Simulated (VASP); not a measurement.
# Sn (Pm-3m) in VASP: settings compared

Sn is run at these levels: PBEsol, PBEsol+D4; tasks: single point.

Everything below comes from runs of VASP 6.6.1. Logs are shortened: lines on timing, memory, paths and dates and some standing lists are left out, and cuts for length are marked.

## 1. The cell of the first run

Symmetry: Pm-3m, No. 221, cubic system. The conventional cell has a = 2.873 Å, b = 2.873 Å, c = 2.873 Å, α = 90.00°, β = 90.00°, γ = 90.00°. Within 3.8 Å of Sn (site symmetry m-3m) lie 6 Sn at 2.87 Å.

## 2. Single point, PBEsol (volume scaled by 0.85)

The input, INCAR:

```
ALGO = Normal
EDIFF = 1E-6
ENCUT = 520
GGA = PS
ISIF = 2
ISMEAR = -1
LASPH = True
LCHARG = False
LREAL = False
LWAVE = False
NBANDS = 13
NELM = 80
PREC = Accurate
SIGMA = 0.1
```

The input, KPOINTS:

```
k-points
0
Gamma
  14 14 14
```

The input, POSCAR:

```
Sn
1.0
    2.8732359313      0.0000000000      0.0000000000
    0.0000000000      2.8732359313      0.0000000000
    0.0000000000      0.0000000000      2.8732359313
Sn
1
Direct
    0.0000000000      0.0000000000      0.0000000000
```

Potentials or basis: VASP PAW PBE potentials, release 64 (Sn_d).

On the command line:

```
cat potpaw_PBE.64/Sn_d/POTCAR > POTCAR
mpirun -np 1 vasp_std > vasp.out
```

OUTCAR:

```text
EDIFF = 1E-6
   ENCUT = 520
   GGA = PS
   ISIF = 2
   ISMEAR = -1
   LASPH = True
   LREAL = False
   NELM = 80
   PREC = Accurate

 ion  position               nearest neighbor table
   1  0.000  0.000  0.000-

  LATTYP: Found a simple cubic cell.
 ALAT       =     2.8732359313

  Lattice vectors:

 A1 = (   2.8732359313,   0.0000000000,   0.0000000000)
 A2 = (   0.0000000000,   2.8732359313,   0.0000000000)
 A3 = (   0.0000000000,   0.0000000000,   2.8732359313)

Analysis of symmetry for initial positions (statically):
=====================================================================
 Subroutine PRICEL returns:
 Original cell was already a primitive cell.

 Routine SETGRP: Setting up the symmetry group for a
 simple cubic supercell.

 Subroutine GETGRP returns: Found 48 space group operations
 (whereof 48 operations were pure point group operations)
 out of a pool of 48 trial point group operations.

The static configuration has the point symmetry O_h .

Analysis of symmetry for dynamics (positions and initial velocities):
=====================================================================
 Subroutine PRICEL returns:
 Original cell was already a primitive cell.

 Routine SETGRP: Setting up the symmetry group for a
 simple cubic supercell.

 Subroutine GETGRP returns: Found 48 space group operations
 (whereof 48 operations were pure point group operations)
 out of a pool of 48 trial point group operations.

The dynamic configuration has the point symmetry O_h .

 Subroutine INISYM returns: Found 48 space group operations
 (whereof 48 operations are pure point group operations),
 and found     1 'primitive' translations

----------------------------------------------------------------------------------------

                                     Primitive cell

  volume of cell :      23.7200

  direct lattice vectors                    reciprocal lattice vectors
     2.873235931  0.000000000  0.000000000     0.348039640  0.000000000  0.000000000
     0.000000000  2.873235931  0.000000000     0.000000000  0.348039640  0.000000000
     0.000000000  0.000000000  2.873235931     0.000000000  0.000000000  0.348039640

  length of vectors
     2.873235931  2.873235931  2.873235931     0.348039640  0.348039640  0.348039640

  position of ions in fractional coordinates (direct lattice)
     0.000000000  0.000000000  0.000000000

  ion indices of the primitive-cell ions
   primitive index   ion index
                 1           1

----------------------------------------------------------------------------------------

 KPOINTS: k-points

Automatic generation of k-mesh.
 Grid dimensions read from file:
 generate k-points for:   14   14   14

 Generating k-lattice:

  Cartesian coordinates                     Fractional coordinates (reciprocal lattice)
     0.024859974  0.000000000  0.000000000     0.071428571  0.000000000  0.000000000
     0.000000000  0.024859974  0.000000000     0.000000000  0.071428571  0.000000000
     0.000000000  0.000000000  0.024859974     0.000000000  0.000000000  0.071428571

  Length of vectors
     0.024859974  0.024859974  0.024859974

  Shift w.r.t. Gamma in fractional coordinates (k-lattice)
     0.000000000  0.000000000  0.000000000

 Subroutine IBZKPT returns following result:
 ===========================================

 Found    120 irreducible k-points:

 Following reciprocal coordinates:
            Coordinates               Weight
  0.000000  0.000000  0.000000      1.000000
  0.071429  0.000000  0.000000      6.000000
  0.142857  0.000000  0.000000      6.000000
  0.214286  0.000000  0.000000      6.000000
  0.285714  0.000000  0.000000      6.000000
  0.357143  0.000000  0.000000      6.000000
[... 16 lines left out ...]
  0.285714  0.214286  0.000000     24.000000
  0.357143  0.214286  0.000000     24.000000
 [... further k-points ...]
   k-points           NKPTS =    120   k-points in BZ     NKDIM =    120   number of bands    NBANDS=     13
   number of dos      NEDOS =    301   number of ions     NIONS =      1
   total plane-waves  NPLWV =  13824
   dimension x,y,z NGX =    24 NGY =   24 NGZ =   24
   dimension x,y,z NGXF=    48 NGYF=   48 NGZF=   48
   ions per type =               1
   NGX,Y,Z   is equivalent  to a cutoff of  13.89, 13.89, 13.89 a.u.
   NGXF,Y,Z  is equivalent  to a cutoff of  27.77, 27.77, 27.77 a.u.
 SYSTEM =  unknown system
   PREC   = accura    normal or accurate (medium, high low for compatibility)
   ISTART =      0    job   : 0-new  1-cont  2-samecut
   ICHARG =      2    charge: 1-file 2-atom 10-const
   ISPIN  =      1    spin polarized calculation?
   LNONCOLLINEAR =      F non collinear calculations
   LSORBIT =      F    spin-orbit coupling
   LASPH  =      T    aspherical Exc in radial PAW
   ENCUT  =  520.0 eV  38.22 Ry    6.18 a.u.   5.34  5.34  5.34*2*pi/ulx,y,z
   NELM   =     80;   NELMIN=  2; NELMDL= -5     # of ELM steps
   EDIFF  = 0.1E-05   stopping-criterion for ELM
   LREAL  =      F    real-space projection
   EDIFFG = 0.1E-04   stopping-criterion for IOM
   NSW    =      0    number of steps for IOM
   IBRION =     -1    ionic relax: 0-MD 1-quasi-New 2-CG
   NFREE  =      0    steps in history (QN), initial steepest desc. (CG)
   ISIF   =      2    stress and relaxation
   ISYM   =      2    0-nonsym 1-usesym 2-fastsym
   POTIM  = 0.5000    time-step for ionic-motion
   TEBEG  =    0.0;   TEEND  =   0.0 temperature during run
   PSTRESS=    0.0 pullay stress
   NELECT =      14.0000    total number of electrons
   NUPDOWN=      -1.0000    fix difference up-down
   EMIN   =  10.00;   EMAX   =-10.00  energy-range for DOS
   EFERMI =   0.00;   METHOD = LEGACY
   ISMEAR =    -1;   SIGMA  =   0.10  broadening in eV -4-tet -1-fermi 0-gaus
   EFERMI_NEDOS =   21; number of points for ismear=-14 and -15
   IALGO  =     38    algorithm
   IMIX   =      4    mixing-type and parameters
     AMIX     =   0.40;   BMIX     =  1.00
     AMIX_MAG =   1.60;   BMIX_MAG =  1.00
  volume/ion in A,a.u.               =      23.72       160.07
  Fermi-wavevector in a.u.,A,eV,Ry     =   1.373239  2.595046 25.657678  1.885786
  Thomas-Fermi vector in A             =   2.498774
   LORBIT       =      0    0 simple, 1 ext, 2 COOP (PROOUT), +10 PAW based schemes
   GGA     = PS    functional components
   LHFCALC =     F    Hartree Fock is set to
   AEXX    =    0.0000 exact exchange contribution
   IVDW    =     0    specifies the selected vdW correction
   LEPSILON=     F    determine dielectric tensor
   LRPA    =     F    only Hartree local field effects (RPA)
 non-spin polarized calculation
  energy-cutoff  :      520.00
  volume of cell :       23.72
 maximum number of plane-waves:       657
 NGX is ok and might be reduce to    24
   NGX = 11   NGY = 11   NGZ = 11

 number of electron      14.0000005 magnetization

 Free energy of the ion-electron system (eV)
  ---------------------------------------------------
  ext. energy  EPLUGINS =         0.00000000
  ---------------------------------------------------
  free energy    TOTEN  =        -4.08428283 eV

  energy without entropy =       -4.07033892  energy(sigma->0) =       -4.07731087

 E-fermi :   9.4902     XC(G=0): -11.0594

 val. band max:        9.4784474539   @ k =   0.5000   0.3571   0.0000
 cond. band min:       9.5396747699   @ k =   0.2857   0.2143   0.2143
 fundamental gap:      0.0612273161
 Fermi energy:         9.4902023444

 k-point     1 :       0.0000    0.0000    0.0000
  band No.  band energies     occupation
      1     -12.3609      2.00000
      2     -12.3609      2.00000
      3     -11.6755      2.00000
      4     -11.6755      2.00000
      5     -11.6755      2.00000
      6      -2.7613      2.00000
      7      15.5916      0.00000
      8      15.5916      0.00000
      9      15.5916      0.00000
     10      19.0549      0.00000
     11      19.0549      0.00000
     12      21.0138      0.00000
     13      30.8284      0.00000

 k-point     2 :       0.0714    0.0000    0.0000
  band No.  band energies     occupation
      1     -12.3590      2.00000
      2     -12.3355      2.00000
      3     -11.6847      2.00000
      4     -11.6847      2.00000
      5     -11.6747      2.00000
      6      -2.6645      2.00000
      7      14.3211      0.00000
      8      15.7018      0.00000
      9      15.7018      0.00000
     10      19.1147      0.00000
     11      19.8414      0.00000
     12      21.6778      0.00000
     13      30.1228      0.00000

 k-point     3 :       0.1429    0.0000    0.0000
  band No.  band energies     occupation
      1     -12.3537      2.00000
      2     -12.2644      2.00000
      3     -11.7104      2.00000
      4     -11.7104      2.00000
      5     -11.6727      2.00000
      6      -2.3729      2.00000
      7      12.1756      0.00000
      8      16.0261      0.00000
      9      16.0261      0.00000
     10      19.2948      0.00000
     11      20.3598      0.00000
     12      23.8395      0.00000
     13      28.6948      0.00000

 k-point     4 :       0.2143    0.0000    0.0000
  band No.  band energies     occupation
      1     -12.3459      2.00000
      2     -12.1617      2.00000
      3     -11.7473      2.00000
      4     -11.7473      2.00000
      5     -11.6696      2.00000
      6      -1.8848      2.00000
      7      10.0003      0.01211
      8      16.5447      0.00000
      9      16.5447      0.00000
     10      19.5976      0.00000
     11      20.6790      0.00000
     12      26.5561      0.00000
     13      27.1665      0.00000

 k-point     5 :       0.2857    0.0000    0.0000
  band No.  band energies     occupation
      1     -12.3373      2.00000
      2     -12.0479      2.00000
      3     -11.7879      2.00000
      4     -11.7879      2.00000
      5     -11.6661      2.00000
      6      -1.2020      2.00000
      7       7.9454      2.00000
      8      17.2185      0.00000
      9      17.2185      0.00000
     10      20.0260      0.00000
     11      21.0241      0.00000
     12      25.7219      0.00000
     13      27.1818      0.00000

 k-point     6 :       0.3571    0.0000    0.0000
  band No.  band energies     occupation
      1     -12.3296      2.00000
      2     -11.9454      2.00000
      3     -11.8242      2.00000
      4     -11.8242      2.00000
      5     -11.6631      2.00000
      6      -0.3422      2.00000
      7       6.0796      2.00000
      8      17.9722      0.00000
      9      17.9722      0.00000
     10      20.5814      0.00000
     11      21.4031      0.00000
     12      24.4193      0.00000
     13      25.7844      0.00000

 k-point     7 :       0.4286    0.0000    0.0000
  band No.  band energies     occupation
      1     -12.3242      2.00000
      2     -11.8747      2.00000
      3     -11.8492      2.00000
      4     -11.8492      2.00000
      5     -11.6609      2.00000
      6       0.6087      2.00000
      7       4.5154      2.00000
      8      18.6467      0.00000
      9      18.6467      0.00000
     10      21.2500      0.00000
     11      21.7453      0.00000
     12      23.2960      0.00000
     13      24.7066      0.00000
[... 193 lines left out ...]
 k-point    20 :       0.4286    0.1429    0.0000
  band No.  band energies     occupation
      1     -12.2566      2.00000
      2     -11.9002      2.00000
      3     -11.8450      2.00000
      4     -11.8277      2.00000
      5     -11.6944      2.00000
      6       0.9813      2.00000
      7       4.8989      2.00000
      8      15.2822      0.00000
      9      19.1232      0.00000
     10      19.1312      0.00000
     11      21.8474      0.00000
     12      24.2619      0.00000
     13      24.9783      0.00000

 k-point    21 :       0.5000    0.1429    0.0000
  band No.  band energies     occupation
      1     -12.2545      2.00000
      2     -11.9099      2.00000
      3     -11.8538      2.00000
      4     -11.8020      2.00000
      5     -11.6936      2.00000
      6       1.5485      2.00000
      7       4.1257      2.00000
      8      15.6988      0.00000
      9      18.5599      0.00000
     10      19.4398      0.00000
     11      22.1764      0.00000
     12      23.8240      0.00000
     13      24.5322      0.00000

 k-point    22 :       0.2143    0.2143    0.0000
  band No.  band energies     occupation
      1     -12.2446      2.00000
      2     -12.0406      2.00000
      3     -11.8327      2.00000
      4     -11.7425      2.00000
      5     -11.7378      2.00000
      6      -1.0143      2.00000
      7      10.4373      0.00015
      8      11.3205      0.00000
      9      17.5187      0.00000
     10      20.6122      0.00000
     11      21.9118      0.00000
     12      26.2486      0.00000
     13      27.8822      0.00000

 k-point    23 :       0.2857    0.2143    0.0000
  band No.  band energies     occupation
      1     -12.2204      2.00000
      2     -11.9369      2.00000
      3     -11.8809      2.00000
      4     -11.7803      2.00000
      5     -11.7360      2.00000
      6      -0.3377      2.00000
      7       8.7314      1.99899
      8      11.6159      0.00000
      9      18.2116      0.00000
     10      20.0263      0.00000
     11      21.1807      0.00000
     12      26.4871      0.00000
     13      27.8985      0.00000

 k-point    24 :       0.3571    0.2143    0.0000
  band No.  band energies     occupation
      1     -12.2058      2.00000
      2     -11.9240      2.00000
      3     -11.8359      2.00000
      4     -11.8159      2.00000
      5     -11.7323      2.00000
      6       0.5130      2.00000
      7       6.9032      2.00000
      8      12.3489      0.00000
      9      18.4955      0.00000
     10      18.9951      0.00000
     11      21.6575      0.00000
     12      25.5241      0.00000
     13      26.4439      0.00000

 [... further k-points ...]
[... 5 lines left out ...]
  --------------------------------------------------------------------------------------
  -------------------------------------------------------------------------------------
  Total        1.9324129      1.9324129      1.9324129      0.0000000      0.0000000      0.0000000
  in kB      130.5258831    130.5258831    130.5258831      0.0000000      0.0000000      0.0000000
  external PRESSURE =     130.5258831 kB  Pullay stress =       0.0000000 kB

 VOLUME and BASIS-vectors are now :
 -----------------------------------------------------------------------------
  energy-cutoff  :      520.00
  volume of cell :       23.72
      direct lattice vectors                 reciprocal lattice vectors
     2.873235931  0.000000000  0.000000000     0.348039640  0.000000000  0.000000000
     0.000000000  2.873235931  0.000000000     0.000000000  0.348039640  0.000000000
     0.000000000  0.000000000  2.873235931     0.000000000  0.000000000  0.348039640

 POSITION                                       TOTAL-FORCE (eV/Angst)
 -----------------------------------------------------------------------------------
      0.00000      0.00000      0.00000         0.000000      0.000000      0.000000
 -----------------------------------------------------------------------------------
    total drift:                                0.000000     -0.000000      0.000000

  FREE ENERGIE OF THE ION-ELECTRON SYSTEM (eV)
  ---------------------------------------------------
  free  energy   TOTEN  =        -4.0842828289 eV

  energy  without entropy=       -4.0703389157  energy(sigma->0) =       -4.07731087
```

It took 19 s on 1 thread of Intel Xeon Platinum 8488C (Sapphire Rapids), shared host; peak memory 0.16 GiB.

Results:

```
Free energy            : -4.0843 eV
Pressure               : 13.1 GPa
Band gap on the k mesh : zero (band 7 reaches 15.59 eV, above the bottom of band 8 at 6.73 eV)
```

Caveat: the PAW data sets were made with another functional, which shifts forces and pressure a little; spin-orbit coupling is left out, which moves the levels of the heavy elements.

(Continued in part 2 of 2.)
